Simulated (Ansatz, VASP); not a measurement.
**Si3S2: VASP beside Ansatz**

```
CELL_PARAMETERS angstrom
-4.45590 4.45590 4.45590
4.45590 -4.45590 4.45590
4.45590 4.45590 -4.45590
ATOMIC_POSITIONS crystal
Si 0.00000 0.25192 0.25192
Si 0.00000 0.74808 0.74808
Si 0.25192 0.00000 0.25192
Si 0.74808 0.00000 0.74808
Si 0.25192 0.25192 0.00000
Si 0.74808 0.74808 0.00000
S 0.00000 0.00000 0.00000
S 0.00000 0.50000 0.50000
S 0.50000 0.00000 0.50000
S 0.50000 0.50000 0.00000
```

Alike in both runs: functional PBE; k mesh 6 × 6 × 6; occupations gaussian, width 0.1 eV; no spin polarisation.

Ansatz relaxed the structure, and its values are those at the end. VASP's run is a single point on that final structure, the one shown.

```csv
,VASP,Ansatz
version,VASP 6.6.1,Ansatz 0.2.0
potentials or method,"VASP PAW PBE potentials, release 64 (Si, S), cutoff 520 eV","scalar-relativistic, plane waves, PAW"
valence electrons in the cell,48,48
```

Ansatz gave:

```
gap on the k mesh at the Fermi level (eV) : none
pressure (GPa)                            : 0.0
rms of the force components (eV/Å)        : 0.000
```

Question: What did VASP give for the same quantities?

Answer: gap on the k mesh at the Fermi level (eV): none; pressure (GPa): 0.0; rms of the force components (eV/Å): 0.005.

A gap of «none» marks a metal or a gap that the smearing closes. The functional is the same, so the differences come from potentials, cutoffs and numerics.
